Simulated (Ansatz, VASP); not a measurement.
# Two plane-wave programs on Ta

The input INCAR:

```
SYSTEM = Ta
PREC     = Accurate       ! precision mode
ENCUT    = 500            ! plane-wave cutoff, eV
EDIFF    = 1E-7           ! SCF threshold, eV
ISMEAR   = 0              ! smearing method
SIGMA    = 0.1            ! smearing width, eV
LREAL    = .FALSE.        ! projectors in reciprocal space
LASPH    = .TRUE.         ! aspherical terms in the spheres
NELM     = 120            ! most SCF steps
ALGO     = Normal         ! electronic algorithm
ISIF     = 3              ! what is computed and relaxed
LWAVE    = .FALSE.        ! write WAVECAR
LCHARG   = .FALSE.        ! write CHGCAR
GGA      = PS             ! functional
IBRION   = 2              ! ionic algorithm
NSW      = 90             ! ionic steps
EDIFFG   = -0.04          ! ionic threshold
GGA_COMPAT= .FALSE.      
NELMIN   = 4
```

Contents of KPOINTS:

```
regular mesh
0
G
  8 8 8
  0 0 0
```

The input POSCAR:

```
Ta
1.0
   -1.6549278069      1.6549278069      1.6549278069
    1.6549278069     -1.6549278069      1.6549278069
    1.6549278069      1.6549278069     -1.6549278069
Ta
1
Direct
    0.0000000000      0.0000000000      0.0000000000
```

Input for Ansatz:

```yaml
crystal:
  lattice:
    - [-1.6549278069, 1.6549278069, 1.6549278069]
    - [1.6549278069, -1.6549278069, 1.6549278069]
    - [1.6549278069, 1.6549278069, -1.6549278069]
  atoms:
    - { symbol: Ta, position: [0.0, 0.0, 0.0] }
basis:
  ecutwfc: 420
kpoints:
  mp_grid: { grid: [8, 8, 8] }
hamiltonian:
  xc: pbesol
scf:
  occupations: { method: gaussian, width: 0.1 }
  lower_state_search: "off"
output:
  forces: true
  stress: true
  eigenvalues: true
relax:
  adjacent_minimum: "off"
  f_tol: 0.04
  max_steps: 70
  cell: { stress_tol: 0.4 }
```

Alike in both runs: task relaxation of cell and atoms; functional PBEsol; k mesh 8 × 8 × 8; occupations gaussian, width 0.1 eV; no spin polarisation.

|  | VASP | Ansatz |
| --- | --- | --- |
| version | VASP 6.6.1 | Ansatz 0.2.0 |
| potentials or method | VASP PAW PBE potentials, release 64 (Ta_pv), cutoff 500 eV | scalar-relativistic, plane waves, PAW |
| valence electrons in the cell | 11 | 13 |

VASP gave:

| Quantity | Value |
| --- | --- |
| gap on the k mesh at the Fermi level, each at its own relaxed structure (eV) | none |
| relaxed volume (Å³/atom) | 17.55 |
| relaxed length of the cell vector where the two differ most in proportion (Å) | 2.835 |

Task: Estimate Ansatz's values.

Result: gap on the k mesh at the Fermi level, each at its own relaxed structure (eV): none; relaxed volume (Å³/atom): 17.51; relaxed length of the cell vector where the two differ most in proportion (Å): 2.833.

VASP's potentials were made for PBE, not for PBEsol. A gap of «none» marks a metal or a gap that the smearing closes. VASP's potentials hold 11 valence electrons a cell and Ansatz's 13, so a difference there can come from the potentials and not from the codes.

Spin-orbit coupling is off throughout.
